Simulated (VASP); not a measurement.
# Li2Se (Fm-3m) in VASP: a series of runs

The runs below take Li2Se through single point, with PBE.

All numbers are computed with VASP 6.6.1; they aren't measurements. Logs are shortened: lines on timing, memory, paths and dates and some standing lists are left out, and cuts for length are marked.

## (1) The cell of the first run

Symmetry: Fm-3m, No. 225, cubic system. Conventional cell: a = 5.987 Å, b = 5.987 Å, c = 5.987 Å, α = 90.00°, β = 90.00°, γ = 90.00°. Within 3.4 Å of Se (site symmetry m-3m) lie 8 Li at 2.59 Å. Within 3.4 Å of Li (site symmetry -43m) lie 4 Se at 2.59 Å and 6 Li at 2.99 Å.

## (2) Single point, PBE

Contents of INCAR:

```
SYSTEM = Li2Se
  PREC = Accurate
  ENCUT = 750
  EDIFF = 1E-6
  ISMEAR = 0
  SIGMA = 0.01
  LREAL = .False.
  LASPH = .True.
  NELM = 120
  ALGO = Normal
  ISIF = 2
  LWAVE = .False.
  LCHARG = .False.
  GGA = PE
  NBANDS = 13
  GGA_COMPAT = .False.
```

Contents of KPOINTS:

```
Automatic mesh
0
Gamma
  6 6 6
  0 0 0
```

Contents of POSCAR:

```
Li2Se
1.0
    0.0000000000      2.9935210577      2.9935210577
    2.9935210577      0.0000000000      2.9935210577
    2.9935210577      2.9935210577      0.0000000000
Se Li
1 2
Direct
    0.0000000000      0.0000000000      0.0000000000
    0.2500000000      0.2500000000      0.2500000000
    0.7500000000      0.7500000000      0.7500000000
```

Potentials or basis: VASP PAW PBE potentials, release 64 (Se, Li_sv).

On the command line:

```console
$ cat potpaw_PBE.64/Se/POTCAR potpaw_PBE.64/Li_sv/POTCAR > POTCAR
$ mpirun -np 1 vasp_std > vasp.out
```

OUTCAR:

```text
SYSTEM = Li2Se
   PREC = Accurate
   ENCUT = 750
   EDIFF = 1E-6
   ISMEAR = 0
   LREAL = .False.
   LASPH = .True.
   NELM = 120
   ISIF = 2
   GGA = PE

 ion  position               nearest neighbor table
   1  0.000  0.000  0.000-   3 2.59   3 2.59   3 2.59   2 2.59   2 2.59   2 2.59   3 2.59   2 2.59

   2  0.250  0.250  0.250-   1 2.59   1 2.59   1 2.59   1 2.59
   3  0.750  0.750  0.750-   1 2.59   1 2.59   1 2.59   1 2.59

  LATTYP: Found a face centered cubic cell.
 ALAT       =     5.9870421154

  Lattice vectors:

 A1 = (   0.0000000000,   2.9935210577,   2.9935210577)
 A2 = (   2.9935210577,   0.0000000000,   2.9935210577)
 A3 = (   2.9935210577,   2.9935210577,   0.0000000000)

Analysis of symmetry for initial positions (statically):
=====================================================================
 Subroutine PRICEL returns:
 Original cell was already a primitive cell.

 Routine SETGRP: Setting up the symmetry group for a
 face centered cubic supercell.

 Subroutine GETGRP returns: Found 48 space group operations
 (whereof 48 operations were pure point group operations)
 out of a pool of 48 trial point group operations.

The static configuration has the point symmetry O_h .

Analysis of symmetry for dynamics (positions and initial velocities):
=====================================================================
 Subroutine PRICEL returns:
 Original cell was already a primitive cell.

 Routine SETGRP: Setting up the symmetry group for a
 face centered cubic supercell.

 Subroutine GETGRP returns: Found 48 space group operations
 (whereof 48 operations were pure point group operations)
 out of a pool of 48 trial point group operations.

The dynamic configuration has the point symmetry O_h .

 Subroutine INISYM returns: Found 48 space group operations
 (whereof 48 operations are pure point group operations),
 and found     1 'primitive' translations

----------------------------------------------------------------------------------------

                                     Primitive cell

  volume of cell :      53.6509

  direct lattice vectors                    reciprocal lattice vectors
     0.000000000  2.993521058  2.993521058    -0.167027387  0.167027387  0.167027387
     2.993521058  0.000000000  2.993521058     0.167027387 -0.167027387  0.167027387
     2.993521058  2.993521058  0.000000000     0.167027387  0.167027387 -0.167027387

  length of vectors
     4.233478079  4.233478079  4.233478079     0.289299920  0.289299920  0.289299920

  position of ions in fractional coordinates (direct lattice)
     0.000000000  0.000000000  0.000000000
[... 85 lines left out ...]
   EFERMI =   0.00;   METHOD = LEGACY
   ISMEAR =     0;   SIGMA  =   0.01  broadening in eV -4-tet -1-fermi 0-gaus
   EFERMI_NEDOS =   21; number of points for ismear=-14 and -15
   IALGO  =     38    algorithm
   IMIX   =      4    mixing-type and parameters
     AMIX     =   0.40;   BMIX     =  1.00
     AMIX_MAG =   1.60;   BMIX_MAG =  1.00
  volume/ion in A,a.u.               =      17.88       120.68
  Fermi-wavevector in a.u.,A,eV,Ry     =   0.993748  1.877911 13.436230  0.987535
  Thomas-Fermi vector in A             =   2.125651
   LORBIT       =      0    0 simple, 1 ext, 2 COOP (PROOUT), +10 PAW based schemes
   GGA     = PE    functional components
   LHFCALC =     F    Hartree Fock is set to
   AEXX    =    0.0000 exact exchange contribution
   IVDW    =     0    specifies the selected vdW correction
   LEPSILON=     F    determine dielectric tensor
   LRPA    =     F    only Hartree local field effects (RPA)
 non-spin polarized calculation
 Gauss-broadening in eV      SIGMA  =   0.01
  energy-cutoff  :      750.00
  volume of cell :       53.65
 maximum number of plane-waves:      2529
 NGX is ok and might be reduce to    40
   NGX = 19   NGY = 19   NGZ = 19

 number of electron      12.0000003 magnetization

 Free energy of the ion-electron system (eV)
  ---------------------------------------------------
  ext. energy  EPLUGINS =         0.00000000
  ---------------------------------------------------
  free energy    TOTEN  =       -11.13001241 eV

  energy without entropy =      -11.13001241  energy(sigma->0) =      -11.13001241

 E-fermi :   1.2458     XC(G=0):  -8.2947

 val. band max:        1.0468352699   @ k =   0.0000   0.0000   0.0000
 cond. band min:       4.0143957691   @ k =   0.5000   0.5000   0.0000
 fundamental gap:      2.9675604992
 Fermi energy:         1.2458150460

 k-point     1 :       0.0000    0.0000    0.0000
  band No.  band energies     occupation
      1     -43.6507      2.00000
      2     -43.6260      2.00000
      3     -10.3661      2.00000
      4       1.0468      2.00000
      5       1.0468      2.00000
      6       1.0468      2.00000
      7       4.4679      0.00000
      8       6.6708      0.00000
      9       6.6708      0.00000
     10       6.6708      0.00000
     11      11.6539      0.00000
     12      11.6539      0.00000
     13      12.0019      0.00000
[... 226 lines left out ...]
  band No.  band energies     occupation
      1     -43.6398      2.00000
      2     -43.6357      2.00000
      3      -9.8773      2.00000
      4      -1.0698      2.00000
      5      -0.6562      2.00000
      6      -0.6531      2.00000
      7       5.3031      0.00000
      8       8.1162      0.00000
      9       8.6304      0.00000
     10      10.3388      0.00000
     11      11.7762      0.00000
     12      12.6492      0.00000
     13      13.0217      0.00000

------------------------ aborting loop because EDIFF is reached ----------------------------------------

  FORCE on cell =-STRESS in cart. coord.  units (eV):
  Direction    XX          YY          ZZ          XY          YZ          ZX
  --------------------------------------------------------------------------------------
  -------------------------------------------------------------------------------------
  Total        0.0903905      0.0903905      0.0903905      0.0000000      0.0000000      0.0000000
  in kB        2.6993330      2.6993330      2.6993330      0.0000000      0.0000000      0.0000000
  external PRESSURE =       2.6993330 kB  Pullay stress =       0.0000000 kB

 VOLUME and BASIS-vectors are now :
 -----------------------------------------------------------------------------
  energy-cutoff  :      750.00
  volume of cell :       53.65
      direct lattice vectors                 reciprocal lattice vectors
     0.000000000  2.993521058  2.993521058    -0.167027387  0.167027387  0.167027387
     2.993521058  0.000000000  2.993521058     0.167027387 -0.167027387  0.167027387
     2.993521058  2.993521058  0.000000000     0.167027387  0.167027387 -0.167027387

 POSITION                                       TOTAL-FORCE (eV/Angst)
 -----------------------------------------------------------------------------------
      0.00000      0.00000      0.00000         0.000000      0.000000      0.000000
      1.49676      1.49676      1.49676        -0.000000     -0.000000     -0.000000
      4.49028      4.49028      4.49028         0.000000      0.000000      0.000000
 -----------------------------------------------------------------------------------
    total drift:                                0.000000     -0.000000      0.000000

  FREE ENERGIE OF THE ION-ELECTRON SYSTEM (eV)
  ---------------------------------------------------
  free  energy   TOTEN  =       -11.1300124139 eV

  energy  without entropy=      -11.1300124139  energy(sigma->0) =      -11.13001241
```

It took 22 s on 1 thread of Intel Xeon Platinum 8259CL at 2.50GHz (Skylake/Cascade Lake), shared host; peak memory 0.23 GiB.

What came out:

```
Free energy            : -11.1300 eV
Pressure               : 0.3 GPa
Band gap on the k mesh : 2.97 eV (least direct gap 3.42 eV)
```

Levels at points of the mesh, in eV from the valence-band top:
```tsv
k point	band 3	band 4	band 5	band 6	band 7	band 8	band 9	band 10
(0.00, 0.00, 0.00)	-11.41	0.00	0.00	0.00	3.42	5.62	5.62	5.62
(0.50, 0.00, 0.00)	-11.04	-2.93	-0.53	-0.53	5.14	5.96	5.96	7.98
(0.50, 0.50, 0.00)	-10.93	-2.30	-1.45	-1.45	2.97	6.19	10.37	10.37
```

Caveat: the structure was generated, so it needn't be the stable form of Li2Se. A k mesh can miss the band edges.

## (3) Single point, PBE

Contents of INCAR:

```
PREC = Accurate ; ENCUT = 750
EDIFF = 1E-6 ; ISMEAR = 0
SIGMA = 0.01 ; LREAL = F
LASPH = T ; NELM = 120
ALGO = Normal ; ISIF = 2
LWAVE = F ; LCHARG = F
GGA = PE ; NBANDS = 13
GGA_COMPAT = F
```

Contents of KPOINTS:

```
regular mesh
0
Gamma
  6 6 6
```

POSCAR is that of step 2.

Potentials or basis: VASP PAW PBE potentials, release 64 (Se, Li_sv).

On the command line:

```console
$ cat potpaw_PBE.64/Se/POTCAR potpaw_PBE.64/Li_sv/POTCAR > POTCAR
$ mpirun -np 1 vasp_std > vasp.out
```

OUTCAR:

```text
PREC = Accurate
   ENCUT = 750
   EDIFF = 1E-6
   ISMEAR = 0
   LREAL = F
   LASPH = T
   NELM = 120
   ISIF = 2
   GGA = PE

 ion  position               nearest neighbor table
   1  0.000  0.000  0.000-   3 2.59   3 2.59   3 2.59   2 2.59   2 2.59   2 2.59   3 2.59   2 2.59

   2  0.250  0.250  0.250-   1 2.59   1 2.59   1 2.59   1 2.59
   3  0.750  0.750  0.750-   1 2.59   1 2.59   1 2.59   1 2.59

  LATTYP: Found a face centered cubic cell.
 ALAT       =     5.9870421154

  Lattice vectors:

 A1 = (   0.0000000000,   2.9935210577,   2.9935210577)
 A2 = (   2.9935210577,   0.0000000000,   2.9935210577)
 A3 = (   2.9935210577,   2.9935210577,   0.0000000000)

Analysis of symmetry for initial positions (statically):
=====================================================================
 Subroutine PRICEL returns:
 Original cell was already a primitive cell.

 Routine SETGRP: Setting up the symmetry group for a
 face centered cubic supercell.

 Subroutine GETGRP returns: Found 48 space group operations
 (whereof 48 operations were pure point group operations)
 out of a pool of 48 trial point group operations.

The static configuration has the point symmetry O_h .

Analysis of symmetry for dynamics (positions and initial velocities):
=====================================================================
 Subroutine PRICEL returns:
 Original cell was already a primitive cell.

 Routine SETGRP: Setting up the symmetry group for a
 face centered cubic supercell.

 Subroutine GETGRP returns: Found 48 space group operations
 (whereof 48 operations were pure point group operations)
 out of a pool of 48 trial point group operations.

The dynamic configuration has the point symmetry O_h .

 Subroutine INISYM returns: Found 48 space group operations
 (whereof 48 operations are pure point group operations),
 and found     1 'primitive' translations

----------------------------------------------------------------------------------------

[... 115 lines left out ...]
   LRPA    =     F    only Hartree local field effects (RPA)
 non-spin polarized calculation
 Gauss-broadening in eV      SIGMA  =   0.01
  energy-cutoff  :      750.00
  volume of cell :       53.65
 maximum number of plane-waves:      2529
 NGX is ok and might be reduce to    40
   NGX = 19   NGY = 19   NGZ = 19

 number of electron      12.0000003 magnetization

 Free energy of the ion-electron system (eV)
  ---------------------------------------------------
  ext. energy  EPLUGINS =         0.00000000
  ---------------------------------------------------
  free energy    TOTEN  =       -11.13001241 eV

  energy without entropy =      -11.13001241  energy(sigma->0) =      -11.13001241

 E-fermi :   1.2458     XC(G=0):  -8.2947

 val. band max:        1.0468352699   @ k =   0.0000   0.0000   0.0000
 cond. band min:       4.0143957691   @ k =   0.5000   0.5000   0.0000
 fundamental gap:      2.9675604992
 Fermi energy:         1.2458150460

 k-point     1 :       0.0000    0.0000    0.0000
  band No.  band energies     occupation
      1     -43.6507      2.00000
      2     -43.6260      2.00000
      3     -10.3661      2.00000
      4       1.0468      2.00000
      5       1.0468      2.00000
      6       1.0468      2.00000
      7       4.4679      0.00000
      8       6.6708      0.00000
      9       6.6708      0.00000
     10       6.6708      0.00000
     11      11.6539      0.00000
     12      11.6539      0.00000
     13      12.0019      0.00000
[... 226 lines left out ...]
  band No.  band energies     occupation
      1     -43.6398      2.00000
      2     -43.6357      2.00000
      3      -9.8773      2.00000
      4      -1.0698      2.00000
      5      -0.6562      2.00000
      6      -0.6531      2.00000
      7       5.3031      0.00000
      8       8.1162      0.00000
      9       8.6304      0.00000
     10      10.3388      0.00000
     11      11.7762      0.00000
     12      12.6492      0.00000
     13      13.0217      0.00000

------------------------ aborting loop because EDIFF is reached ----------------------------------------

  FORCE on cell =-STRESS in cart. coord.  units (eV):
  Direction    XX          YY          ZZ          XY          YZ          ZX
  --------------------------------------------------------------------------------------
  -------------------------------------------------------------------------------------
  Total        0.0903905      0.0903905      0.0903905      0.0000000      0.0000000      0.0000000
  in kB        2.6993330      2.6993330      2.6993330      0.0000000      0.0000000      0.0000000
  external PRESSURE =       2.6993330 kB  Pullay stress =       0.0000000 kB

 VOLUME and BASIS-vectors are now :
 -----------------------------------------------------------------------------
  energy-cutoff  :      750.00
  volume of cell :       53.65
      direct lattice vectors                 reciprocal lattice vectors
     0.000000000  2.993521058  2.993521058    -0.167027387  0.167027387  0.167027387
     2.993521058  0.000000000  2.993521058     0.167027387 -0.167027387  0.167027387
     2.993521058  2.993521058  0.000000000     0.167027387  0.167027387 -0.167027387

 POSITION                                       TOTAL-FORCE (eV/Angst)
 -----------------------------------------------------------------------------------
      0.00000      0.00000      0.00000         0.000000      0.000000      0.000000
      1.49676      1.49676      1.49676        -0.000000     -0.000000     -0.000000
      4.49028      4.49028      4.49028         0.000000      0.000000      0.000000
 -----------------------------------------------------------------------------------
    total drift:                                0.000000     -0.000000      0.000000

  FREE ENERGIE OF THE ION-ELECTRON SYSTEM (eV)
  ---------------------------------------------------
  free  energy   TOTEN  =       -11.1300124139 eV

  energy  without entropy=      -11.1300124139  energy(sigma->0) =      -11.13001241
```

OSZICAR:

```text
N       E                     dE             d eps       ncg     rms          rms(c)
DAV:   1     0.529773596543E+02    0.52977E+02   -0.66704E+03   416   0.116E+03
DAV:   2    -0.304485313358E+01   -0.56022E+02   -0.52495E+02   486   0.221E+02
DAV:   3    -0.111268349184E+02   -0.80820E+01   -0.80355E+01   796   0.500E+01
DAV:   4    -0.113053225741E+02   -0.17849E+00   -0.17842E+00   527   0.109E+01
DAV:   5    -0.113109194009E+02   -0.55968E-02   -0.55966E-02   654   0.148E+00    0.276E+00
DAV:   6    -0.111362046151E+02    0.17471E+00   -0.23551E-01   507   0.189E+00    0.170E+00
DAV:   7    -0.111217874684E+02    0.14417E-01   -0.11297E-01   563   0.145E+00    0.740E-01
DAV:   8    -0.111298172046E+02   -0.80297E-02   -0.18306E-02   531   0.741E-01    0.258E-01
DAV:   9    -0.111297427272E+02    0.74477E-04   -0.46546E-04   581   0.133E-01    0.193E-01
DAV:  10    -0.111300050360E+02   -0.26231E-03   -0.74321E-04   466   0.132E-01    0.767E-02
DAV:  11    -0.111300078056E+02   -0.27696E-05   -0.44069E-05   589   0.412E-02    0.248E-02
DAV:  12    -0.111300169793E+02   -0.91737E-05   -0.19001E-05   489   0.222E-02    0.331E-02
DAV:  13    -0.111300125145E+02    0.44648E-05   -0.34161E-06   511   0.116E-02    0.396E-03
DAV:  14    -0.111300124139E+02    0.10062E-06   -0.14182E-07   273   0.275E-03
   1 F= -.11130012E+02 E0= -.11130012E+02  d E =-.879117-176
```

stdout:

```text
POSCAR found type information on POSCAR SeLi
 POSCAR found :  2 types and       3 ions
 scaLAPACK will be used
 LDA part: xc-table for (Slater+PW92), standard interpolation
 POSCAR, INCAR and KPOINTS ok, starting setup
 FFT: planning ... GRIDC
 FFT: planning ... GRID_SOFT
 FFT: planning ... GRID
 WAVECAR not read
 entering main loop
```

It took 21 s on 1 thread of Intel Xeon Platinum 8259CL at 2.50GHz (Skylake/Cascade Lake), shared host; peak memory 0.24 GiB.

What came out:

- Free energy: -11.1300 eV
- Pressure: 0.3 GPa
- Band gap on the k mesh: 2.97 eV (least direct gap 3.42 eV)

Caveat: the structure was generated, so it needn't be the stable form of Li2Se.
